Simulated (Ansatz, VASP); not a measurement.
# HfO2: VASP beside Ansatz

```
Hf O
1.0
     4.75011    0.00000    0.00000
     0.00000    4.75011    0.00000
     0.00000    0.00000    3.15657
Hf O
2 4
Direct
  0.00000 0.00000 0.00000
  0.50000 0.50000 0.50000
  0.19498 0.80502 0.47321
  0.30502 0.30502 0.00000
  0.69498 0.69498 0.00000
  0.80502 0.19498 0.52679
```

Change from the starting cell: mode 16 frozen in at -0.086 Å, equal normal strain along x, y and z -0.0167.

Alike in both runs: task single point; functional PBEsol; k mesh 6 × 6 × 8; occupations gaussian, width 0.05 eV; no spin polarisation.

|  | VASP | Ansatz |
| --- | --- | --- |
| version | VASP 6.6.1 | Ansatz 0.2.0 |
| potentials or method | VASP PAW PBE potentials, release 64 (Hf_pv, O), cutoff 520 eV | scalar-relativistic, plane waves, PAW |
| valence electrons in the cell | 44 | 76 |

Ansatz gave:

| Quantity | Value |
| --- | --- |
| gap on the k mesh at the Fermi level (eV) | 4.09 |
| least direct gap on the mesh (eV) | 4.09 |
| pressure (GPa) | 13.7 |
| traceless stress, the component that is largest in VASP (GPa) | 4.27 |
| rms of the force components (eV/Å) | 0.492 |

Problem. What did VASP give for the same quantities?

Solution. gap on the k mesh at the Fermi level (eV): 4.04; least direct gap on the mesh (eV): 4.04; pressure (GPa): 10.7; traceless stress, the component that is largest in VASP (GPa): 4.19; rms of the force components (eV/Å): 0.485.

VASP's potentials were made for PBE, not for PBEsol, and Ansatz warns of the same on its side. Atom by atom the forces differ by 0.023 eV/Å (rms over components). VASP's potentials hold 44 valence electrons a cell and Ansatz's 76, so a difference there can come from the potentials and not from the codes.

Spin-orbit coupling is off throughout.
